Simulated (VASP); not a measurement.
Runs of VASP 6.6.1 on Te7Se. The structure is that of space group Fm-3m (No. 225), or close to it. The cells are those of the table. 

```tsv
task	cell	k mesh	cutoff (eV)	gap on the mesh (eV)	pressure (GPa)	relaxed volume (Å³/atom)
single point	a = 6.761 Å, angles 60.0°, 8 atoms	4 × 4 × 4	520	none	-0.1	-
relaxation of cell and atoms	relaxed from a = 7.167 Å, angles 60.0°, 8 atoms	4 × 4 × 4	600	none	0.0	27.24
single point	a = 6.756 Å, angles 60.0°, 8 atoms	8 × 8 × 8	520	none	-0.1	-
relaxation of cell and atoms	relaxed from a = 6.761 Å, angles 60.0°, 8 atoms	8 × 8 × 8	600	none	0.0	(a)
```

Alike in all rows: level PBE; potentials or basis VASP PAW PBE potentials, release 64 (Te, Se); no spin polarisation; smearing gaussian 0.1 eV.

Problem. Estimate the missing entries.

Solution. (a) 27.21.

Caveats: spin-orbit coupling is left out, which moves the levels of the heavy elements; the volume moved by over 15 % at a fixed basis, so the end points are rough (some runs).

A k mesh can miss the band edges, and the runs leave out spin-orbit coupling on Se, Te.

A gap of «none» marks levels without a gap at the run's occupations.
